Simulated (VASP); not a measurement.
# MgO (Fm-3m) in VASP: further runs, part 2 of 2

VASP 6.6.1. Earlier steps stand in the parts before.

## 6. Single point, PBE

Contents of INCAR:

```
SYSTEM = MgO
ALGO = Normal
EDIFF = 1E-6
ENCUT = 600
GGA = PE
GGA_COMPAT = .False.
ISIF = 2
ISMEAR = 0
LASPH = .True.
LCHARG = .False.
LREAL = .False.
LWAVE = .False.
NBANDS = 11
NELM = 120
PREC = Accurate
SIGMA = 0.01
```

Contents of KPOINTS:

```
k-points
0
Gamma
  9 9 9
  0 0 0
```

Contents of POSCAR:

```
MgO
1.0
    0.0000000000      2.1130000000      2.1130000000
    2.1130000000      0.0000000000      2.1130000000
    2.1130000000      2.1130000000      0.0000000000
Mg O
1 1
Direct
    0.0000000000      0.0000000000      0.0000000000
    0.5000000000      0.5000000000      0.5000000000
```

Potentials or basis: VASP PAW PBE potentials, release 64 (Mg, O).

On the command line:

```bash
$ cat potpaw_PBE.64/Mg/POTCAR potpaw_PBE.64/O/POTCAR > POTCAR
$ mpirun -np 1 vasp_std > vasp.out
```

OUTCAR:

```text
SYSTEM = MgO
   EDIFF = 1E-6
   ENCUT = 600
   GGA = PE
   ISIF = 2
   ISMEAR = 0
   LASPH = .True.
   LREAL = .False.
   NELM = 120
   PREC = Accurate

 ion  position               nearest neighbor table
   1  0.000  0.000  0.000-   2 2.11   2 2.11   2 2.11   2 2.11   2 2.11   2 2.11
   2  0.500  0.500  0.500-   1 2.11   1 2.11   1 2.11   1 2.11   1 2.11   1 2.11

  LATTYP: Found a face centered cubic cell.
 ALAT       =     4.2260000000

  Lattice vectors:

 A1 = (   0.0000000000,   2.1130000000,   2.1130000000)
 A2 = (   2.1130000000,   0.0000000000,   2.1130000000)
 A3 = (   2.1130000000,   2.1130000000,   0.0000000000)

Analysis of symmetry for initial positions (statically):
=====================================================================
 Subroutine PRICEL returns:
 Original cell was already a primitive cell.

 Routine SETGRP: Setting up the symmetry group for a
 face centered cubic supercell.

 Subroutine GETGRP returns: Found 48 space group operations
 (whereof 48 operations were pure point group operations)
 out of a pool of 48 trial point group operations.

The static configuration has the point symmetry O_h .

Analysis of symmetry for dynamics (positions and initial velocities):
=====================================================================
 Subroutine PRICEL returns:
 Original cell was already a primitive cell.

 Routine SETGRP: Setting up the symmetry group for a
 face centered cubic supercell.

 Subroutine GETGRP returns: Found 48 space group operations
 (whereof 48 operations were pure point group operations)
 out of a pool of 48 trial point group operations.

The dynamic configuration has the point symmetry O_h .

 Subroutine INISYM returns: Found 48 space group operations
 (whereof 48 operations are pure point group operations),
 and found     1 'primitive' translations

----------------------------------------------------------------------------------------

                                     Primitive cell

  volume of cell :      18.8681

  direct lattice vectors                    reciprocal lattice vectors
     0.000000000  2.113000000  2.113000000    -0.236630383  0.236630383  0.236630383
     2.113000000  0.000000000  2.113000000     0.236630383 -0.236630383  0.236630383
     2.113000000  2.113000000  0.000000000     0.236630383  0.236630383 -0.236630383

  length of vectors
     2.988233257  2.988233257  2.988233257     0.409855847  0.409855847  0.409855847

  position of ions in fractional coordinates (direct lattice)
     0.000000000  0.000000000  0.000000000
     0.500000000  0.500000000  0.500000000

  ion indices of the primitive-cell ions
   primitive index   ion index
                 1           1
                 2           2

----------------------------------------------------------------------------------------

 KPOINTS: k-points

Automatic generation of k-mesh.
 Grid dimensions read from file:
 generate k-points for:    9    9    9

 Generating k-lattice:

  Cartesian coordinates                     Fractional coordinates (reciprocal lattice)
    -0.026292265  0.026292265  0.026292265     0.111111111  0.000000000  0.000000000
     0.026292265 -0.026292265  0.026292265     0.000000000  0.111111111  0.000000000
     0.026292265  0.026292265 -0.026292265     0.000000000  0.000000000  0.111111111

  Length of vectors
     0.045539539  0.045539539  0.045539539

  Shift w.r.t. Gamma in fractional coordinates (k-lattice)
     0.000000000  0.000000000  0.000000000

 Subroutine IBZKPT returns following result:
 ===========================================

 Found     35 irreducible k-points:

 Following reciprocal coordinates:
            Coordinates               Weight
  0.000000  0.000000  0.000000      1.000000
  0.111111  0.000000  0.000000      8.000000
  0.222222  0.000000  0.000000      8.000000
  0.333333  0.000000  0.000000      8.000000
  0.444444  0.000000  0.000000      8.000000
  0.111111  0.111111  0.000000      6.000000
[... 16 lines left out ...]
 -0.333333  0.333333  0.000000     12.000000
  0.444444  0.444444  0.000000      6.000000
 [... further k-points ...]
   k-points           NKPTS =     35   k-points in BZ     NKDIM =     35   number of bands    NBANDS=     11
   number of dos      NEDOS =    301   number of ions     NIONS =      2
   total plane-waves  NPLWV =  13824
   dimension x,y,z NGX =    24 NGY =   24 NGZ =   24
   dimension x,y,z NGXF=    48 NGYF=   48 NGZF=   48
   ions per type =               1   1
   NGX,Y,Z   is equivalent  to a cutoff of  13.35, 13.35, 13.35 a.u.
   NGXF,Y,Z  is equivalent  to a cutoff of  26.70, 26.70, 26.70 a.u.
 SYSTEM =  MgO
   PREC   = accura    normal or accurate (medium, high low for compatibility)
   ISTART =      0    job   : 0-new  1-cont  2-samecut
   ICHARG =      2    charge: 1-file 2-atom 10-const
   ISPIN  =      1    spin polarized calculation?
   LNONCOLLINEAR =      F non collinear calculations
   LSORBIT =      F    spin-orbit coupling
   LASPH  =      T    aspherical Exc in radial PAW
   ENCUT  =  600.0 eV  44.10 Ry    6.64 a.u.   5.97  5.97  5.97*2*pi/ulx,y,z
   NELM   =    120;   NELMIN=  2; NELMDL= -5     # of ELM steps
   EDIFF  = 0.1E-05   stopping-criterion for ELM
   LREAL  =      F    real-space projection
   EDIFFG = 0.1E-04   stopping-criterion for IOM
   NSW    =      0    number of steps for IOM
   IBRION =     -1    ionic relax: 0-MD 1-quasi-New 2-CG
   NFREE  =      0    steps in history (QN), initial steepest desc. (CG)
   ISIF   =      2    stress and relaxation
   ISYM   =      2    0-nonsym 1-usesym 2-fastsym
   POTIM  = 0.5000    time-step for ionic-motion
   TEBEG  =    0.0;   TEEND  =   0.0 temperature during run
   PSTRESS=    0.0 pullay stress
   NELECT =       8.0000    total number of electrons
   NUPDOWN=      -1.0000    fix difference up-down
   EMIN   =  10.00;   EMAX   =-10.00  energy-range for DOS
   EFERMI =   0.00;   METHOD = LEGACY
   ISMEAR =     0;   SIGMA  =   0.01  broadening in eV -4-tet -1-fermi 0-gaus
   EFERMI_NEDOS =   21; number of points for ismear=-14 and -15
   IALGO  =     38    algorithm
   IMIX   =      4    mixing-type and parameters
     AMIX     =   0.40;   BMIX     =  1.00
     AMIX_MAG =   1.60;   BMIX_MAG =  1.00
  volume/ion in A,a.u.               =       9.43        63.66
  Fermi-wavevector in a.u.,A,eV,Ry     =   1.229878  2.324132 20.580168  1.512600
  Thomas-Fermi vector in A             =   2.364748
   LORBIT       =      0    0 simple, 1 ext, 2 COOP (PROOUT), +10 PAW based schemes
   GGA     = PE    functional components
   LHFCALC =     F    Hartree Fock is set to
   AEXX    =    0.0000 exact exchange contribution
   IVDW    =     0    specifies the selected vdW correction
   LEPSILON=     F    determine dielectric tensor
   LRPA    =     F    only Hartree local field effects (RPA)
 non-spin polarized calculation
 Gauss-broadening in eV      SIGMA  =   0.01
  energy-cutoff  :      600.00
  volume of cell :       18.87
 maximum number of plane-waves:       638
   NGX = 11   NGY = 11   NGZ = 11

 number of electron       8.0000005 magnetization

 Free energy of the ion-electron system (eV)
  ---------------------------------------------------
  ext. energy  EPLUGINS =         0.00000000
  ---------------------------------------------------
  free energy    TOTEN  =       -11.91266435 eV

  energy without entropy =      -11.91266435  energy(sigma->0) =      -11.91266435

 E-fermi :   3.2345     XC(G=0): -11.0314

 val. band max:        3.1110856866   @ k =   0.0000   0.0000   0.0000
 cond. band min:       7.7428558757   @ k =   0.0000   0.0000   0.0000
 fundamental gap:      4.6317701891
 Fermi energy:         3.2344872873

 k-point     1 :       0.0000    0.0000    0.0000
  band No.  band energies     occupation
      1     -14.1010      2.00000
      2       3.1111      2.00000
      3       3.1111      2.00000
      4       3.1111      2.00000
      5       7.7429      0.00000
      6      18.8570      0.00000
      7      18.8570      0.00000
      8      18.8570      0.00000
      9      22.7465      0.00000
     10      24.5105      0.00000
     11      24.5105      0.00000
[... 309 lines left out ...]
 k-point    24 :       0.4444    0.4444    0.0000
  band No.  band energies     occupation
      1     -12.6356      2.00000
      2      -0.8622      2.00000
      3       1.8107      2.00000
      4       1.8107      2.00000
      5      12.3222      0.00000
      6      12.9535      0.00000
      7      16.1182      0.00000
      8      21.8439      0.00000
      9      21.8439      0.00000
     10      28.4575      0.00000
     11      29.4786      0.00000

 [... further k-points ...]

------------------------ aborting loop because EDIFF is reached ----------------------------------------

  FORCE on cell =-STRESS in cart. coord.  units (eV):
  Direction    XX          YY          ZZ          XY          YZ          ZX
  --------------------------------------------------------------------------------------
  -------------------------------------------------------------------------------------
  Total        0.2433006      0.2433006      0.2433006      0.0000000     -0.0000000      0.0000000
  in kB       20.6597570     20.6597570     20.6597570      0.0000000     -0.0000000      0.0000000
  external PRESSURE =      20.6597570 kB  Pullay stress =       0.0000000 kB

 VOLUME and BASIS-vectors are now :
 -----------------------------------------------------------------------------
  energy-cutoff  :      600.00
  volume of cell :       18.87
      direct lattice vectors                 reciprocal lattice vectors
     0.000000000  2.113000000  2.113000000    -0.236630383  0.236630383  0.236630383
     2.113000000  0.000000000  2.113000000     0.236630383 -0.236630383  0.236630383
     2.113000000  2.113000000  0.000000000     0.236630383  0.236630383 -0.236630383

 POSITION                                       TOTAL-FORCE (eV/Angst)
 -----------------------------------------------------------------------------------
      0.00000      0.00000      0.00000         0.000000      0.000000     -0.000000
      2.11300      2.11300      2.11300        -0.000000     -0.000000      0.000000
 -----------------------------------------------------------------------------------
    total drift:                               -0.000000     -0.000000      0.000000

  FREE ENERGIE OF THE ION-ELECTRON SYSTEM (eV)
  ---------------------------------------------------
  free  energy   TOTEN  =       -11.9126643522 eV

  energy  without entropy=      -11.9126643522  energy(sigma->0) =      -11.91266435
```

It took 5.4 s on 1 thread of Intel Xeon 6975P-C, shared host; peak memory 0.14 GiB.

Results:

```yaml
Free_energy: -11.9127 eV
Pressure: 2.1 GPa
Band_gap_on_the_k_mesh: 4.63 eV, direct
```

## 7. The runs side by side

| smearing | gap on the mesh (eV) | pressure (GPa) |
| --- | --- | --- |
| gaussian 0.02 eV | 4.63 | 2.1 |
| methfessel-paxton 0.05 eV | 4.63 | 2.1 |
| fermi-dirac 0.0005 eV | 4.63 | 2.1 |
| gaussian 0.01 eV | 4.63 | 2.1 |

Alike in all rows: task single point; level PBE; potentials or basis VASP PAW PBE potentials, release 64 (Mg, O); no spin polarisation; cell as given; k mesh 9 × 9 × 9; cutoff (eV) 600.

On the cell as given the gap runs from 4.63 eV (PBE) to 4.63 eV (PBE).

Absolute energies hang on the potentials; compare differences alone.

## 8. How close it comes

Step 2. Measured gap of MgO: 7.83 eV (quoted in “Electronic structure of alkaline earth and post-transition metal oxides”, 2009, arxiv:0908.1581). This calculation gives 4.63 eV (-3.20 eV). The value is that of PBE, without temperature or zero-point motion. Semilocal functionals fall short of measured gaps as a rule.

Step 3. Against the measured gap of MgO, 7.83 eV (quoted in “Electronic structure of alkaline earth and post-transition metal oxides”, 2009, arxiv:0908.1581), the calculated 4.63 eV is off by -3.20 eV. The value is that of PBE, without temperature or zero-point motion. Semilocal functionals fall short of measured gaps as a rule.

Step 4. Measured gap of MgO: 7.83 eV (quoted in “Electronic structure of alkaline earth and post-transition metal oxides”, 2009, arxiv:0908.1581). This calculation gives 4.63 eV (-3.20 eV). The value is that of PBE, without temperature or zero-point motion. Semilocal functionals fall short of measured gaps as a rule.

Step 5. A measured gap of MgO is 7.83 eV (quoted in “Electronic structure of alkaline earth and post-transition metal oxides”, 2009, arxiv:0908.1581); the calculated 4.63 eV misses it by -3.20 eV. The value is that of PBE, without temperature or zero-point motion. Semilocal functionals fall short of measured gaps as a rule.

Step 6. A measured gap of MgO is 7.83 eV (quoted in “Electronic structure of alkaline earth and post-transition metal oxides”, 2009, arxiv:0908.1581); the calculated 4.63 eV misses it by -3.20 eV. The value is that of PBE, without temperature or zero-point motion. Semilocal functionals fall short of measured gaps as a rule.
